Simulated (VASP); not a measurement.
The system is BN.

```xyz
4
Lattice="2.5400 0.0000 0.0000 -1.2700 2.1997 0.0000 0.0000 0.0000 6.5980" Properties=species:S:1:pos:R:3 pbc="T T T"
B     0.0000    1.4665    1.6495
B     1.2700    0.7332    4.9485
N     0.0000    1.4665    4.9485
N     1.2700    0.7332    1.6495
```

Base run:

| Item | Value |
| --- | --- |
| Program | VASP 6.6.1 |
| Functional | PBE |
| Potentials or basis | VASP PAW PBE potentials, release 64 (B, N) |
| Cutoff | 520 eV |
| k mesh | 13 × 13 × 5 |
| Occupations | fermi-dirac, width 0.02 eV |
| Spin | no spin polarisation |

Its results: band gap on the k mesh 4.21 eV, indirect (least direct gap 4.55 eV); pressure -6.4 GPa.

Task: The run is repeated on the same cell with these changes: functional from PBE to PBEsol. What comes out?

Result: Band gap on the k mesh 4.11 eV, indirect (least direct gap 4.46 eV); pressure -9.0 GPa.

PBEsol binds more tightly than PBE, so the same cell stands under less pressure.

Caveats: this functional lacks dispersion, which binds the layers, so the pressure and a relaxed spacing across them are unreliable; the PAW data sets were made with another functional, which shifts forces and pressure a little (some runs).

A k mesh can miss the band edges.
